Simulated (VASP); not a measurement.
Here is a VASP 6.6.1 calculation.

INCAR

```
ALGO     = Normal         # electronic algorithm
EDIFF    = 1E-7           # SCF threshold, eV
EDIFFG   = -0.002         # ionic threshold
ENCUT    = 600            # plane-wave cutoff, eV
GGA      = PE             # functional
GGA_COMPAT= False        
IBRION   = 2              # ionic algorithm
ISIF     = 3              # what is computed and relaxed
ISMEAR   = 0              # smearing method
IVDW     = 12             # dispersion correction
LASPH    = True           # aspherical terms in the spheres
LCHARG   = False          # write CHGCAR
LREAL    = False          # projectors in reciprocal space
LWAVE    = False          # write WAVECAR
NELM     = 120            # most SCF steps
NELMIN   = 4            
NSW      = 80             # ionic steps
PREC     = Accurate       # precision mode
PSTRESS  = 80.0         
SIGMA    = 0.01           # smearing width, eV
```

File KPOINTS:

```
k-points
0
Gamma
  8 8 8
```

Contents of POSCAR:

```
CO2
1.0
   -1.8885809754      1.8885809754      2.9639521617
    1.8885809754     -1.8885809754      2.9639521617
    1.8885809754      1.8885809754     -2.9639521617
C O
2 4
Direct
    0.0000000000      0.0000000000      0.0000000000
    0.7500000000      0.2500000000      0.5000000000
    0.3750000000      0.3072837837      0.4322837837
    0.6927162163      0.1250000000      1.0677162163
    0.8750000000      0.9427162163      0.5677162163
    0.0572837837      0.6250000000     -0.0677162163
```

Potentials or basis: VASP PAW PBE potentials, release 64 (C, O).

The run is started by

```console
$ cat potpaw_PBE.64/C/POTCAR potpaw_PBE.64/O/POTCAR > POTCAR
$ mpirun -np 1 vasp_std > vasp.out
```

Predict the relaxed cell.

a = 4.031 Å, b = 4.031 Å, c = 4.031 Å, α = 123.00°, β = 123.00°, γ = 84.87°.

Estimate the relaxed volume.

7.34 Å³/atom.

Final structure:
```yaml
crystal:
  lattice:
    - [-1.92355, 1.92355, 2.97530]
    - [1.92355, -1.92355, 2.97530]
    - [1.92355, 1.92355, -2.97530]
  atoms:
    - { symbol: C, position: [0.00000, 0.00000, 0.00000] }
    - { symbol: C, position: [0.75000, 0.25000, 0.50000] }
    - { symbol: O, position: [0.37500, 0.30146, 0.42646] }
    - { symbol: O, position: [0.69854, 0.12500, 0.07354] }
    - { symbol: O, position: [0.87500, 0.94854, 0.57354] }
    - { symbol: O, position: [0.05146, 0.62500, 0.92646] }
```

Caveat: the cell is relaxed towards a set pressure, so the run minimises the enthalpy, not the energy.
